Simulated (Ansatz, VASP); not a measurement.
**One calculation of Re, two programs**

File INCAR:

```
ALGO = Fast
EDIFF = 1E-6
EDIFFG = -0.003
ENCUT = 600
GGA = PE
IBRION = 2
ISIF = 3
ISMEAR = 0
LASPH = True
LCHARG = False
LREAL = False
LWAVE = False
NELM = 60
NSW = 50
PREC = Accurate
SIGMA = 0.1
```

Contents of KPOINTS:

```
k-points
0
Gamma
  18 18 10
```

POSCAR

```
Re
1.0
    2.7859866311      0.0000000000      0.0000000000
   -1.3929933155      2.4127351971      0.0000000000
    0.0000000000      0.0000000000      4.5020644487
Re
2
Direct
    0.3333333333      0.6666666667      0.2500000000
    0.6666666667      0.3333333333      0.7500000000
```

Input for Ansatz:

```yaml
crystal:
  lattice:
    - [2.7859866311, 0.0, 0.0]
    - [-1.3929933155, 2.4127351971, 0.0]
    - [0.0, 0.0, 4.5020644487]
  atoms:
    - { symbol: Re, position: [0.3333333333, 0.6666666667, 0.25] }
    - { symbol: Re, position: [0.6666666667, 0.3333333333, 0.75] }
basis: {}
kpoints:
  mp_grid: { grid: [18, 18, 10] }
hamiltonian:
  xc: pbe
  pseudopotentials: { kind: all_electron, lapw: {} }
scf:
  occupations: { method: gaussian, width: 0.1 }
output:
  forces: true
  stress: true
  eigenvalues: true
relax:
  adjacent_minimum: "off"
  f_tol: 0.003
  max_steps: 30
  cell: { stress_tol: 0.03 }
```

Alike in both runs: task relaxation of cell and atoms; functional PBE; k mesh 18 × 18 × 10; occupations gaussian, width 0.1 eV; no spin polarisation.

```csv
,VASP,Ansatz
version,VASP 6.6.1,Ansatz 0.2.0
potentials or method,"VASP PAW PBE potentials, release 64 (Re), cutoff 600 eV","scalar-relativistic, all-electron LAPW"
```

```tsv
	VASP	Ansatz	Ansatz less VASP
gap on the k mesh at the Fermi level, each at its own relaxed structure (eV)	none	none	-
relaxed volume (Å³/atom)	14.93	14.95	+0.020
relaxed cell length with the largest relative difference (Å)	4.482	4.485	+0.0029
```

A gap of «none» marks a metal or a gap that the smearing closes. Ansatz ran all-electron here, and VASP with PAW potentials.

Spin-orbit coupling is off throughout.
